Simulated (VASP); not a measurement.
Set up this calculation in VASP 6.6.1, as the native input.

```
Task                   : single point
Functional             : LDA
Potentials or basis    : VASP PAW LDA potentials, release 64 (Mg, O)
Cutoff                 : 520 eV
k mesh                 : 8 × 8 × 8
Occupations            : fermi-dirac, width 0.02 eV
Spin                   : no spin polarisation
Dipole correction      : no
Further INCAR settings : ALGO = Normal; EDIFF = 1e-06; NBANDS = 11
```

The structure of MgO lies in POSCAR:

```
MgO
1.0
    0.0000000000      2.2591103601      2.2591103601
    2.2591103601      0.0000000000      2.2591103601
    2.2591103601      2.2591103601      0.0000000000
Mg O
1 1
Direct
    0.0000000000      0.0000000000      0.0000000000
    0.2500000000      0.2500000000      0.2500000000
```

One way to write it, as run:

INCAR

```
PREC = Accurate ; ENCUT = 520
EDIFF = 1E-6 ; ISMEAR = -1
SIGMA = 0.02 ; LREAL = False
LASPH = True ; NELM = 100
ALGO = Normal ; ISIF = 2
LWAVE = False ; LCHARG = True
GGA = CA ; LELF = True
LVHAR = True ; NBANDS = 11
```

KPOINTS

```
Automatic mesh
0
Gamma
  8 8 8
```

Potentials or basis: VASP PAW LDA potentials, release 64 (Mg, O).

The run is started by

```sh
$ cat potpaw_LDA.64/Mg/POTCAR potpaw_LDA.64/O/POTCAR > POTCAR
$ mpirun -np 1 vasp_std > vasp.out
```

It gave:

```
Pressure               : -0.9 GPa
Band gap on the k mesh : 3.72 eV, direct
```

Run time: 3.9 s on 1 thread of Intel(R) Xeon(R) Platinum 8375C CPU @ 2.90GHz (Ice Lake), on a shared host, peak memory 0.13 GiB.
